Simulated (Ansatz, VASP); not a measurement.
**Ag: VASP beside Ansatz**

The input INCAR:

```
SYSTEM = Ag
PREC     = Accurate       ! precision mode
ENCUT    = 520            ! plane-wave cutoff, eV
EDIFF    = 1E-6           ! SCF threshold, eV
ISMEAR   = -1             ! smearing method
SIGMA    = 0.1            ! smearing width, eV
LREAL    = .FALSE.        ! projectors in reciprocal space
LASPH    = .TRUE.         ! aspherical terms in the spheres
NELM     = 100            ! most SCF steps
ALGO     = Normal         ! electronic algorithm
ISIF     = 2              ! what is computed and relaxed
LWAVE    = .FALSE.        ! write WAVECAR
LCHARG   = .FALSE.        ! write CHGCAR
GGA      = RE             ! functional
NBANDS   = 18             ! bands
```

KPOINTS

```
regular mesh
0
G
  10 10 10
  0 0 0
```

POSCAR

```
Ag
1.0
    0.0000000000      3.0785126925      3.0785126925
    3.0785126925      0.0000000000      3.0785126925
    3.0785126925      3.0785126925      0.0000000000
Ag
2
Direct
    0.1250000000      0.1250000000      0.1250000000
    0.8750000000      0.8750000000      0.8750000000
```

Input for Ansatz:

```yaml
crystal:
  lattice:
    - [0.0, 3.0785126925, 3.0785126925]
    - [3.0785126925, 0.0, 3.0785126925]
    - [3.0785126925, 3.0785126925, 0.0]
  atoms:
    - { symbol: Ag, position: [0.125, 0.125, 0.125] }
    - { symbol: Ag, position: [0.875, 0.875, 0.875] }
hamiltonian:
  xc: revpbe
  pseudopotentials:
    kind: paw
    azcp:
      Ag: "pseudopotentials/Ag.paw.azcp"
basis:
  ecutwfc: 420
  fft_grid_basis: typed
kpoints:
  mp_grid: { grid: [10, 10, 10], shift: [0, 0, 0] }
magnetization:
  spin_polarized: false
scf:
  occupations: { method: fermi_dirac, width: 0.1 }
  lower_state_search: "off"
output:
  stress: true
```

Alike in both runs: task single point; functional revPBE; k mesh 10 × 10 × 10; occupations fermi-dirac, width 0.1 eV; no spin polarisation.

|  | VASP | Ansatz |
| --- | --- | --- |
| version | VASP 6.6.1 | Ansatz 0.2.0 |
| potentials or method | VASP PAW PBE potentials, release 64 (Ag), cutoff 520 eV | plane waves (420 eV) with PAW, scalar-relativistic |
| valence electrons in the cell | 22 | 38 |

```csv
,VASP,Ansatz,Ansatz less VASP
pressure (GPa),2.5,2.5,+0.06
```

VASP's potentials were made for PBE, not for revPBE. VASP's potentials hold 22 valence electrons a cell and Ansatz's 38, so a difference there can come from the potentials and not from the codes.
